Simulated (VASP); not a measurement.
Tl, 1 atom in the cell. The structure is cubic, space group Im-3m (No. 229). Conventional cell: a = 3.912 Å, b = 3.912 Å, c = 3.912 Å, α = 90.00°, β = 90.00°, γ = 90.00°. Within 4.5 Å of Tl (site symmetry m-3m) lie 14 Tl at 3.39 to 3.91 Å. 

| Quantity | Value |
| --- | --- |
| Program | VASP 6.6.1 |
| Task | single point |
| Functional | RPBE |
| Potentials or basis | VASP PAW PBE potentials, release 64 (Tl_d) |
| Cutoff | 500 eV |
| k mesh | 10 × 10 × 10 |
| Occupations | methfessel-paxton, width 0.05 eV |
| Spin | no spin polarisation |
| Dipole correction | no |
| Further INCAR settings | ALGO = Normal; EDIFF = 1e-06; NBANDS = 12 |

Potentials or basis: VASP PAW PBE potentials, release 64 (Tl_d).

The run is started by

```console
$ cat potpaw_PBE.64/Tl_d/POTCAR > POTCAR
$ mpirun -np 1 vasp_std > vasp.out
```

Hardware: 1 thread of Intel Xeon 8259CL (shared host).

Q: Estimate the wall time of this run.

A: Run time: 25 s on 1 thread of Intel Xeon 8259CL, on a shared host, peak memory 0.16 GiB. Counts: scf iterations 11, k points 47.
